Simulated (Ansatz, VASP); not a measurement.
## CuSb in VASP and in Ansatz

```
Cu Sb
1.0
     0.00000    2.69127    2.69127
     2.69127    0.00000    2.69127
     2.69127    2.69127    0.00000
Cu Sb
1 1
Direct
  0.50000 0.50000 0.50000
  0.00372 0.99628 0.00372
```

Alike in both runs: task single point; functional r2SCAN; k mesh 12 × 12 × 12; occupations gaussian, width 0.05 eV; no spin polarisation.

|  | VASP | Ansatz |
| --- | --- | --- |
| version | VASP 6.6.1 | Ansatz 0.2.0 |
| potentials or method | VASP PAW PBE potentials, release 64 (Cu, Sb), cutoff 520 eV | scalar-relativistic, plane waves, PAW |
| valence electrons in the cell | 16 | 34 |

VASP gave:

- gap on the k mesh at the Fermi level (eV): none
- pressure (GPa): 0.1
- rms of the force components (eV/Å): 0.042

Question: Which values does Ansatz return?

Answer: gap on the k mesh at the Fermi level (eV): none; pressure (GPa): 0.0; rms of the force components (eV/Å): 0.042.

VASP's potentials were made for PBE, not for r2SCAN. Atom by atom the forces differ by 0.000 eV/Å (rms over components). A gap of «none» marks a metal or a gap that the smearing closes. The functional is the same, so the differences come from potentials, cutoffs and numerics. VASP's potentials hold 16 valence electrons a cell and Ansatz's 34, so a difference there can come from the potentials and not from the codes.

Neither program's run includes spin-orbit coupling.
